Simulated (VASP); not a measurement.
Here is a VASP 6.6.1 calculation.

File INCAR:

```
PREC = Accurate
ENCUT = 1000
EDIFF = 1E-6
ISMEAR = -1
SIGMA = 0.02
LREAL = Auto
LASPH = T
NELM = 120
ALGO = Normal
ISIF = 2
LWAVE = F
LCHARG = F
GGA = PE
IVDW = 12
NBANDS = 86
GGA_COMPAT = F
```

KPOINTS

```
regular mesh
0
Gamma
  1 1 1
```

The input POSCAR:

```
H2CO
1.0
    8.1882440000      0.0000000000      0.0000000000
    0.0000000000      8.1882440000      0.0000000000
    0.0000000000      0.0000000000      8.1882440000
O C H
10 10 20
Direct
    0.4729707615      0.1917138766      0.5572867638
    0.5880748058      0.8569358705      0.8218734078
    0.3404270806      0.4198946685     -0.0054712586
    1.0180204693      0.0692456160      0.4333529875
    0.8448209409      0.5466129246      1.0163595516
    0.8284071652      0.0703325402      1.0605326368
    0.7020186502      0.8809581151      0.4224593209
    0.2875586023      0.7812908360      0.1611334494
    0.4158645004      0.5267673997      0.4802494894
    0.0062162290      0.5708672091      0.4568867269
    0.3945412472      0.1661284153      0.4384578672
    0.7117765421      0.8106744254      0.7465703269
    0.4399111702      0.5202824928      0.0319482419
    0.9150069294      0.1785242355      0.4317409203
    0.9658603237      0.4609535329      0.9888322820
    0.7121184957      0.1418497055      1.0031943357
    0.6845545883      0.8246945255      0.2860198108
    0.1569445170      0.8363820130      0.1116600824
    0.4973838103      0.4671697619      0.5986509440
    0.0759747755      0.6742471280      0.5386991399
    0.3514062356      0.2739048812      0.3708365310
    0.3694320785      0.0404238076      0.3919033190
    0.8183195322      0.8969200234      0.7308282460
    0.7392427485      0.6744425300      0.7294970692
    0.4942085263      0.6011178954     -0.0622844165
    0.4848048006      0.5381617841      0.1576162117
    0.9163747441      0.2789242724      0.3543983301
    0.8112972696      0.1716118865      0.5219556232
    0.9618912187      0.3299242182      0.9885147536
    1.0923953903      0.5146646827      0.9556139265
    0.7139137524      0.2166398559      0.8860019315
    0.5897967867      0.1323482788      1.0510556354
    0.5993837018      0.8784911637      0.1936312596
    0.7571342525      0.7160998133      0.2404178478
    0.0797973290      0.9231893920      0.1885141674
    0.1027937125      0.7913540437     -0.0063017174
    0.6344461645      0.4622847096      0.5898944878
    0.4298601751      0.4184413655      0.7129733799
    0.0178548661      0.7202765330      0.6482952877
    0.1956585563      0.7314144522      0.5201847918
```

Potentials or basis: VASP PAW PBE potentials, release 64 (O_h, C_h, H_h).

Launch:

```sh
$ cat potpaw_PBE.64/O_h/POTCAR potpaw_PBE.64/C_h/POTCAR potpaw_PBE.64/H_h/POTCAR > POTCAR
$ mpirun -np 1 vasp_gam > vasp.out
```

(1) What does it give for the largest force?

(2) Estimate the dispersion energy per atom.

(3) Estimate the band gap on the k mesh.

(4) What does it give for the pressure?

Results:

(1) 3.809 eV/Å.

(2) -0.041 eV.

(3) 2.46 eV.

(4) -1.0 GPa.

Caveat: the k points lie up to 0.77 Å⁻¹ apart; the atoms stand as in a frame of molecular dynamics.
